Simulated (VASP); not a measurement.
Here is a VASP 6.6.1 calculation.

Contents of INCAR:

```
SYSTEM = FePtRh
ALGO     = Normal         ! electronic algorithm
EDIFF    = 1E-7           ! SCF threshold, eV
ENCUT    = 520            ! plane-wave cutoff, eV
ISIF     = 2              ! what is computed and relaxed
ISMEAR   = 0              ! smearing method
LASPH    = .TRUE.         ! aspherical terms in the spheres
LCHARG   = .FALSE.        ! write CHGCAR
LREAL    = .FALSE.        ! projectors in reciprocal space
LWAVE    = .FALSE.        ! write WAVECAR
NBANDS   = 42             ! bands
NELM     = 80             ! most SCF steps
PREC     = Accurate       ! precision mode
SIGMA    = 0.0112         ! smearing width, eV
```

The input KPOINTS:

```
Automatic mesh
0
Gamma
  5 5 3
  0.5 0.5 0.5
```

Contents of POSCAR:

```
FePtRh
1.0
    3.6630762155      0.0000000000      0.0000000000
    0.0000000000      3.6630762155      0.0000000000
    0.0000000000      0.0000000000      5.9989231359
Pt Rh Fe
2 2 2
Direct
    0.0000000000      0.0000000000      0.0000000000
    0.5000000000      0.5000000000      0.0000000000
    0.0000000000      0.5000000000      0.6647419161
    0.5000000000      0.0000000000      0.3352580839
    0.0000000000      0.5000000000      0.2956032912
    0.5000000000      0.0000000000      0.7043967088
```

Potentials or basis: VASP PAW LDA potentials, release 64 (Pt, Rh_pv, Fe).

Launch:

```console
$ cat potpaw_LDA.64/Pt/POTCAR potpaw_LDA.64/Rh_pv/POTCAR potpaw_LDA.64/Fe/POTCAR > POTCAR
$ mpirun -np 1 vasp_std > vasp.out
```

(1) Estimate the largest force.

(2) Predict the band gap on the k mesh.

Results:

(1) 0.050 eV/Å.

(2) zero (bands 33 and 34 overlap by 0.49 eV).

Caveat: spin-orbit coupling is left out, which moves the levels of the heavy elements; the run has no spin polarisation, though such a crystal can be magnetic.
